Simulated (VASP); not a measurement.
# NiO2 (P6_3/mmc) in VASP: notebook

The runs below take NiO2 through single point, with r2SCAN.

All numbers are computed with VASP 6.6.1; they aren't measurements. Logs are shortened: lines on timing, memory, paths and dates and some standing lists are left out, and cuts for length are marked.

**1. The cell of the first run**

The structure is hexagonal, space group P6_3/mmc (No. 194). The conventional cell has a = 2.729 Å, b = 2.729 Å, c = 10.610 Å, α = 90.00°, β = 90.00°, γ = 120.00°. Within 2.5 Å of Ni (site symmetry -3m) lie 6 O at 1.85 Å. O (site symmetry 3m) has 3 Ni at 1.85 Å and 3 O at 2.50 Å within 2.6 Å.

**2. Single point, r2SCAN**

Contents of POSCAR:

```
NiO2
1.0
    2.7287113306      0.0000000000      0.0000000000
   -1.3643556653      2.3631333319      0.0000000000
    0.0000000000      0.0000000000     10.6095728518
Ni O
2 4
Direct
    0.0000000000      0.0000000000      0.0000000000
    0.0000000000      0.0000000000      0.5000000000
    0.6666666667      0.3333333333      0.0915931262
    0.6666666667      0.3333333333      0.4084068738
    0.3333333333      0.6666666667      0.9084068738
    0.3333333333      0.6666666667      0.5915931262
```

Contents of INCAR.step1:

```
SYSTEM = NiO2
  ALGO = Normal
  EDIFF = 1E-4
  ENCUT = 520
  GGA = PE
  ISMEAR = 0
  LASPH = .True.
  LCHARG = .False.
  LREAL = .False.
  LWAVE = .True.
  NBANDS = 31
  NELM = 80
  PREC = Accurate
  SIGMA = 0.05
```

Contents of INCAR.step2:

```
SYSTEM = NiO2
  ALGO = Normal
  EDIFF = 1E-7
  ENCUT = 520
  ISIF = 2
  ISMEAR = 0
  ISTART = 1
  LASPH = .True.
  LCHARG = .False.
  LMIXTAU = .True.
  LREAL = .False.
  LWAVE = .False.
  METAGGA = R2SCAN
  NBANDS = 31
  NELM = 80
  PREC = Accurate
  SIGMA = 0.05
```

Contents of KPOINTS:

```
k-points
0
Gamma
  12 12 4
  0 0 0
```

Potentials or basis: VASP PAW PBE potentials, release 64 (Ni, O).

Started as:

```bash
> cat potpaw_PBE.64/Ni/POTCAR potpaw_PBE.64/O/POTCAR > POTCAR
> cp INCAR.step1 INCAR
> mpirun -np 1 vasp_std > vasp.out
> cp INCAR.step2 INCAR
> mpirun -np 1 vasp_std > vasp.out
```

OUTCAR:

```text
SYSTEM = NiO2
   EDIFF = 1E-7
   ENCUT = 520
   ISIF = 2
   ISMEAR = 0
   ISTART = 1
   LASPH = .True.
   LREAL = .False.
   METAGGA = R2SCAN
   NELM = 80
   PREC = Accurate

 ion  position               nearest neighbor table
   1  0.000  0.000  0.000-   3 1.85   5 1.85   3 1.85   5 1.85   3 1.85   5 1.85
   2  0.000  0.000  0.500-   4 1.85   6 1.85   4 1.85   6 1.85   4 1.85   6 1.85
   3  0.667  0.333  0.092-   1 1.85   1 1.85   1 1.85
   4  0.667  0.333  0.408-   2 1.85   2 1.85   2 1.85
   5  0.333  0.667  0.908-   1 1.85   1 1.85   1 1.85
   6  0.333  0.667  0.592-   2 1.85   2 1.85   2 1.85

  LATTYP: Found a hexagonal cell.
 ALAT       =     2.7287113306
 C/A-ratio  =     3.8881257731

  Lattice vectors:

 A1 = (   2.7287113306,   0.0000000000,   0.0000000000)
 A2 = (  -1.3643556653,   2.3631333319,   0.0000000000)
 A3 = (   0.0000000000,   0.0000000000,  10.6095728518)

Analysis of symmetry for initial positions (statically):
=====================================================================
 Subroutine PRICEL returns:
 Original cell was already a primitive cell.

 Routine SETGRP: Setting up the symmetry group for a
 hexagonal supercell.

 Subroutine GETGRP returns: Found 24 space group operations
 (whereof 12 operations were pure point group operations)
 out of a pool of 24 trial point group operations.

The static configuration has the point symmetry D_3d.
 The point group associated with its full space group is D_6h.

Analysis of symmetry for dynamics (positions and initial velocities):
=====================================================================
 Subroutine PRICEL returns:
 Original cell was already a primitive cell.

 Routine SETGRP: Setting up the symmetry group for a
 hexagonal supercell.

 Subroutine GETGRP returns: Found 24 space group operations
 (whereof 12 operations were pure point group operations)
 out of a pool of 24 trial point group operations.

The dynamic configuration has the point symmetry D_3d.
 The point group associated with its full space group is D_6h.

 Subroutine INISYM returns: Found 24 space group operations
 (whereof 12 operations are pure point group operations),
 and found     1 'primitive' translations

----------------------------------------------------------------------------------------

                                     Primitive cell

  volume of cell :      68.4138

  direct lattice vectors                    reciprocal lattice vectors
     2.728711331  0.000000000  0.000000000     0.366473356  0.211583491  0.000000000
    -1.364355665  2.363133332  0.000000000     0.000000000  0.423166982  0.000000000
     0.000000000  0.000000000 10.609572852     0.000000000  0.000000000  0.094254501

  length of vectors
     2.728711331  2.728711331 10.609572852     0.423166982  0.423166982  0.094254501

  position of ions in fractional coordinates (direct lattice)
     0.000000000  0.000000000  0.000000000
     0.000000000  0.000000000  0.500000000
     0.666666667  0.333333333  0.091593126
     0.666666667  0.333333333  0.408406874
     0.333333333  0.666666667  0.908406874
     0.333333333  0.666666667  0.591593126

  ion indices of the primitive-cell ions
   primitive index   ion index
                 1           1
                 2           2
                 3           3
                 4           4
                 5           5
                 6           6

----------------------------------------------------------------------------------------

 KPOINTS: k-points

Automatic generation of k-mesh.
 Grid dimensions read from file:
 generate k-points for:   12   12    4

 Generating k-lattice:

  Cartesian coordinates                     Fractional coordinates (reciprocal lattice)
     0.030539446  0.017631958  0.000000000     0.083333333 -0.000000000  0.000000000
     0.000000000  0.035263915  0.000000000     0.000000000  0.083333333  0.000000000
     0.000000000  0.000000000  0.023563625     0.000000000  0.000000000  0.250000000

  Length of vectors
     0.035263915  0.035263915  0.023563625

  Shift w.r.t. Gamma in fractional coordinates (k-lattice)
     0.000000000  0.000000000  0.000000000

 Subroutine IBZKPT returns following result:
 ===========================================

 Found     57 irreducible k-points:

 Following reciprocal coordinates:
            Coordinates               Weight
  0.000000  0.000000  0.000000      1.000000
  0.083333 -0.000000  0.000000      6.000000
  0.166667  0.000000  0.000000      6.000000
  0.250000  0.000000  0.000000      6.000000
  0.333333  0.000000  0.000000      6.000000
  0.416667  0.000000  0.000000      6.000000
[... 16 lines left out ...]
  0.250000  0.000000  0.250000     12.000000
  0.333333  0.000000  0.250000     12.000000
 [... further k-points ...]
   k-points           NKPTS =     57   k-points in BZ     NKDIM =     57   number of bands    NBANDS=     31
   number of dos      NEDOS =    301   number of ions     NIONS =      6
   total plane-waves  NPLWV =  32000
   dimension x,y,z NGX =    20 NGY =   20 NGZ =   80
   dimension x,y,z NGXF=    40 NGYF=   40 NGZF=  160
   ions per type =               2   4
   NGX,Y,Z   is equivalent  to a cutoff of  12.18, 12.18, 12.54 a.u.
   NGXF,Y,Z  is equivalent  to a cutoff of  24.37, 24.37, 25.07 a.u.
 SYSTEM =  NiO2
   PREC   = accura    normal or accurate (medium, high low for compatibility)
   ISTART =      1    job   : 0-new  1-cont  2-samecut
   ICHARG =      0    charge: 1-file 2-atom 10-const
   ISPIN  =      1    spin polarized calculation?
   LNONCOLLINEAR =      F non collinear calculations
   LSORBIT =      F    spin-orbit coupling
   LASPH  =      T    aspherical Exc in radial PAW
   ENCUT  =  520.0 eV  38.22 Ry    6.18 a.u.   5.07  5.07 19.73*2*pi/ulx,y,z
   NELM   =     80;   NELMIN=  2; NELMDL=  0     # of ELM steps
   EDIFF  = 0.1E-06   stopping-criterion for ELM
   LREAL  =      F    real-space projection
   EDIFFG = 0.1E-05   stopping-criterion for IOM
   NSW    =      0    number of steps for IOM
   IBRION =     -1    ionic relax: 0-MD 1-quasi-New 2-CG
   NFREE  =      0    steps in history (QN), initial steepest desc. (CG)
   ISIF   =      2    stress and relaxation
   ISYM   =      2    0-nonsym 1-usesym 2-fastsym
   POTIM  = 0.5000    time-step for ionic-motion
   TEBEG  =    0.0;   TEEND  =   0.0 temperature during run
   PSTRESS=    0.0 pullay stress
   NELECT =      44.0000    total number of electrons
   NUPDOWN=      -1.0000    fix difference up-down
   EMIN   =  10.00;   EMAX   =-10.00  energy-range for DOS
   EFERMI =   0.00;   METHOD = LEGACY
   ISMEAR =     0;   SIGMA  =   0.05  broadening in eV -4-tet -1-fermi 0-gaus
   EFERMI_NEDOS =   21; number of points for ismear=-14 and -15
   IALGO  =     38    algorithm
   IMIX   =      4    mixing-type and parameters
     AMIX     =   0.40;   BMIX     =  1.00
     AMIX_MAG =   1.60;   BMIX_MAG =  1.00
  volume/ion in A,a.u.               =      11.40        76.95
  Fermi-wavevector in a.u.,A,eV,Ry     =   1.413116  2.670402 27.169431  1.996897
  Thomas-Fermi vector in A             =   2.534795
   LORBIT       =      0    0 simple, 1 ext, 2 COOP (PROOUT), +10 PAW based schemes
   METAGGA = R2SCAN    functional components
   LHFCALC =     F    Hartree Fock is set to
   AEXX    =    0.0000 exact exchange contribution
   IVDW    =     0    specifies the selected vdW correction
   LEPSILON=     F    determine dielectric tensor
   LRPA    =     F    only Hartree local field effects (RPA)
 non-spin polarized calculation
 Gauss-broadening in eV      SIGMA  =   0.05
  energy-cutoff  :      520.00
  volume of cell :       68.41
 maximum number of plane-waves:      1866
   NGX = 11   NGY = 11   NGZ = 39

 number of electron      43.9999978 magnetization

 Free energy of the ion-electron system (eV)
  ---------------------------------------------------
  ext. energy  EPLUGINS =         0.00000000
  ---------------------------------------------------
  free energy    TOTEN  =       -52.82308828 eV

  energy without entropy =      -52.82308828  energy(sigma->0) =      -52.82308828

 E-fermi :   1.1876     XC(G=0): -10.6600

 val. band max:        0.9760313686   @ k =   0.0833   0.0833   0.0000
 cond. band min:       2.6593417631   @ k =   0.2500   0.0000   0.0000
 fundamental gap:      1.6833103945
 Fermi energy:         1.1875501087

 k-point     1 :       0.0000    0.0000    0.0000
  band No.  band energies     occupation
      1     -19.4521      2.00000
      2     -19.4289      2.00000
      3     -17.2178      2.00000
      4     -17.1753      2.00000
      5      -4.7671      2.00000
      6      -4.5240      2.00000
[... 23 lines left out ...]
     30      13.7684      0.00000
     31      14.8615      0.00000

 k-point     2 :       0.0833   -0.0000    0.0000
  band No.  band energies     occupation
      1     -19.3543      2.00000
      2     -19.3310      2.00000
      3     -17.2132      2.00000
      4     -17.1719      2.00000
      5      -4.6578      2.00000
      6      -4.4225      2.00000
[... 23 lines left out ...]
     30      14.1488      0.00000
     31      15.2141      0.00000

 k-point     3 :       0.1667    0.0000    0.0000
  band No.  band energies     occupation
      1     -19.0756      2.00000
      2     -19.0529      2.00000
      3     -17.2036      2.00000
      4     -17.1665      2.00000
      5      -4.6001      2.00000
      6      -4.5387      2.00000
[... 23 lines left out ...]
     30      15.1005      0.00000
     31      15.6422      0.00000

 k-point     4 :       0.2500    0.0000    0.0000
  band No.  band energies     occupation
      1     -18.6625      2.00000
      2     -18.6408      2.00000
      3     -17.2009      2.00000
      4     -17.1691      2.00000
      5      -4.7704      2.00000
      6      -4.6908      2.00000
[... 635 lines left out ...]
     30      14.7615      0.00000
     31      15.8381      0.00000

 k-point    23 :       0.2500    0.0000    0.2500
  band No.  band energies     occupation
      1     -18.6594      2.00000
      2     -18.6441      2.00000
      3     -17.1962      2.00000
      4     -17.1737      2.00000
      5      -4.7601      2.00000
      6      -4.7041      2.00000
[... 23 lines left out ...]
     30      15.4877      0.00000
     31      16.6119      0.00000

 k-point    24 :       0.3333    0.0000    0.2500
  band No.  band energies     occupation
      1     -18.1903      2.00000
      2     -18.1757      2.00000
      3     -17.2185      2.00000
      4     -17.1999      2.00000
      5      -5.0166      2.00000
      6      -4.9720      2.00000
[... 23 lines left out ...]
     30      15.7615      0.00000
     31      16.8883      0.00000

 [... further k-points ...]
[... 5 lines left out ...]
  --------------------------------------------------------------------------------------
  -------------------------------------------------------------------------------------
  Total        2.9878249      2.9878249     -0.5728532      0.0000000      0.0000000      0.0000000
  in kB       69.9716334     69.9716334    -13.4156040      0.0000000      0.0000000      0.0000000
  external PRESSURE =      42.1758876 kB  Pullay stress =       0.0000000 kB

 VOLUME and BASIS-vectors are now :
 -----------------------------------------------------------------------------
  energy-cutoff  :      520.00
  volume of cell :       68.41
      direct lattice vectors                 reciprocal lattice vectors
     2.728711331  0.000000000  0.000000000     0.366473356  0.211583491  0.000000000
    -1.364355665  2.363133332  0.000000000     0.000000000  0.423166982  0.000000000
     0.000000000  0.000000000 10.609572852     0.000000000  0.000000000  0.094254501

 POSITION                                       TOTAL-FORCE (eV/Angst)
 -----------------------------------------------------------------------------------
      0.00000      0.00000      0.00000         0.000000     -0.000000      0.000000
      0.00000      0.00000      5.30479         0.000000     -0.000000      0.000000
      1.36436      0.78771      0.97176         0.000000      0.000000     -0.101406
      1.36436      0.78771      4.33302         0.000000     -0.000000      0.101406
     -0.00000      1.57542      9.63781        -0.000000      0.000000      0.101406
     -0.00000      1.57542      6.27655        -0.000000      0.000000     -0.101406
 -----------------------------------------------------------------------------------
    total drift:                               -0.000000      0.000000     -0.000000

  FREE ENERGIE OF THE ION-ELECTRON SYSTEM (eV)
  ---------------------------------------------------
  free  energy   TOTEN  =       -52.8230882846 eV

  energy  without entropy=      -52.8230882846  energy(sigma->0) =      -52.82308828
```

Run time: 4.6 min. Hardware: 1 thread of Intel Xeon 6975P-C (Granite Rapids), shared host; peak memory 0.24 GiB.

What came out:

| Item | Value |
| --- | --- |
| Free energy | -52.8231 eV |
| Pressure | 4.2 GPa |
| Largest force | 0.101 eV/Å |
| Band gap on the k mesh | 1.68 eV (least direct gap 1.88 eV) |

Forces in eV/Å, atoms in the order of the input:
```
Ni   0.000  0.000  0.000
Ni   0.000  0.000  0.000
O    0.000  0.000 -0.101
O    0.000  0.000  0.101
O    0.000  0.000  0.101
O    0.000  0.000 -0.101
```

Stress tensor (GPa, compression positive):
```
 7.00  0.00  0.00
 0.00  7.00  0.00
 0.00  0.00 -1.34
```

Caveat: the stress differs along the axes, from -1 to 7 GPa; the PAW data sets were made with another functional, which shifts forces and pressure a little; the run has no spin polarisation, though such a crystal can be magnetic.

(Continued in part 2 of 2.)
